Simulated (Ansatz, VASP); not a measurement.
Two plane-wave programs on SrO

File INCAR:

```
SYSTEM = SrO
  ALGO = Normal
  EDIFF = 1E-6
  ENCUT = 520
  GGA = PE
  ISIF = 2
  ISMEAR = 0
  LASPH = .TRUE.
  LCHARG = .TRUE.
  LELF = .TRUE.
  LREAL = .FALSE.
  LVHAR = .TRUE.
  LWAVE = .FALSE.
  NBANDS = 15
  NELM = 60
  PREC = Accurate
  SIGMA = 0.05
```

KPOINTS

```
k-points
0
G
  8 8 8
  0 0 0
```

File POSCAR:

```
SrO
1.0
    0.0000000000      2.6340450000      2.6340450000
    2.6340450000      0.0000000000      2.6340450000
    2.6340450000      2.6340450000      0.0000000000
Sr O
1 1
Direct
    0.0000000000      0.0000000000      0.0000000000
    0.5000000000      0.5000000000      0.5000000000
```

Input for Ansatz:

```yaml
crystal:
  lattice:
    - [0.0, 2.634045, 2.634045]
    - [2.634045, 0.0, 2.634045]
    - [2.634045, 2.634045, 0.0]
  atoms:
    - { symbol: Sr, position: [0.0, 0.0, 0.0] }
    - { symbol: O, position: [0.5, 0.5, 0.5] }
basis:
  ecutwfc: 420
kpoints:
  mp_grid: { grid: [8, 8, 8] }
hamiltonian:
  xc: pbe
scf:
  occupations: { method: gaussian, width: 0.05 }
output:
  forces: true
  stress: true
  eigenvalues: true
  write_density: true
  write_potential: true
  elf: true
  volumetric_format: npy
```

Change from the starting cell: strain +0.025 along x and y, +0.025 along z, atoms carried along.

Alike in both runs: task single point; functional PBE; k mesh 8 × 8 × 8; occupations gaussian, width 0.05 eV; no spin polarisation.

|  | VASP | Ansatz |
| --- | --- | --- |
| version | VASP 6.6.1 | Ansatz 0.2.0 |
| potentials or method | VASP PAW PBE potentials, release 64 (Sr_sv, O), cutoff 520 eV | scalar-relativistic, plane waves, PAW |
| valence electrons in the cell | 16 | 16 |

VASP gave:

```
gap on the k mesh at the Fermi level (eV) : 3.29
least direct gap on the mesh (eV)         : 3.42
pressure (GPa)                            : -2.8
```

What did Ansatz give for the same quantities?

gap on the k mesh at the Fermi level (eV): 3.34; least direct gap on the mesh (eV): 3.46; pressure (GPa): -3.2.
